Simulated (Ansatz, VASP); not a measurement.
**One calculation of Li3ZrO, two programs**

```
Li Zr O
1.0
     3.17013    0.00000    0.00000
    -1.58506    2.74541    0.00000
     0.00000    0.00000   20.34782
Li Zr O
6 2 2
Cartesian
  1.5851 0.9151 3.6084
  0.0000 1.8303 6.5332
  1.5851 0.9151 8.9663
  0.0000 1.8303 16.7394
  1.5851 0.9151 13.8147
  0.0000 1.8303 11.3815
  0.0000 1.8303 1.2566
  1.5851 0.9151 19.0912
  0.0000 0.0000 2.6422
  0.0000 0.0000 17.7056
```

Alike in both runs: task relaxation of cell and atoms; functional PBE; k mesh 12 × 12 × 2; occupations gaussian, width 0.1 eV; no spin polarisation.

|  | VASP | Ansatz |
| --- | --- | --- |
| version | VASP 6.6.1 | Ansatz 0.2.0 |
| potentials or method | VASP PAW PBE potentials, release 64 (Li_sv, Zr_sv, O), cutoff 600 eV | scalar-relativistic, plane waves, PAW |
| valence electrons in the cell | 54 | 54 |

|  | VASP | Ansatz | Ansatz less VASP |
| --- | --- | --- | --- |
| gap on the k mesh at the Fermi level, each at its own relaxed structure (eV) | none | none | - |
| relaxed volume (Å³/atom) | 17.62 | 17.72 | +0.098 |
| relaxed length of the cell vector where the two differ most in proportion (Å) | 20.276 | 20.356 | +0.0797 |

A gap of «none» marks a metal or a gap that the smearing closes.

Noted on VASP's run: the cutoff is under 1.25 times that of the potentials, so the pressure is a little rough.
